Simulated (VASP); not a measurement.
Runs of VASP 6.6.1 on BaTe. The structure is cubic, space group Pm-3m (No. 221). The conventional cell has a = 4.262 Å, b = 4.262 Å, c = 4.262 Å, α = 90.00°, β = 90.00°, γ = 90.00°. Ba (site symmetry m-3m) has 8 Te at 3.69 Å and 6 Ba at 4.26 Å within 4.8 Å. Within 4.8 Å of Te (site symmetry m-3m) lie 8 Ba at 3.69 Å and 6 Te at 4.26 Å. 

```tsv
task	level	potentials or basis	smearing	gap on the mesh (eV)	pressure (GPa)
single point	RPBE	VASP PAW PBE potentials, release 64 (Ba_sv, Te)	gaussian 0.02 eV	0.88	1.4
dielectric tensor	LDA	VASP PAW LDA potentials, release 64 (Ba_sv, Te)	gaussian 0.01 eV	0.66	-
single point	PBEsol	VASP PAW PBE potentials, release 64 (Ba_sv, Te)	gaussian 0.02 eV	0.71	(a)
single point	RPBE	VASP PAW PBE potentials, release 64 (Ba_sv, Te)	gaussian 0.05 eV	0.88	1.4
```

Alike in all rows: no spin polarisation; cell as given; k mesh 6 × 6 × 6; cutoff (eV) 520.

Estimate the missing entries.

(a) -1.7.

Caveats: spin-orbit coupling is left out, which moves the levels of the heavy elements; the PAW data sets were made with another functional, which shifts forces and pressure a little (at least some runs); semilocal functionals underestimate gaps, and a narrow one can read as zero (at least some runs); the gap is small at this level, which inflates the dielectric constant (at least some runs).

A k mesh can miss the band edges, and the runs leave out spin-orbit coupling on Ba, Te.
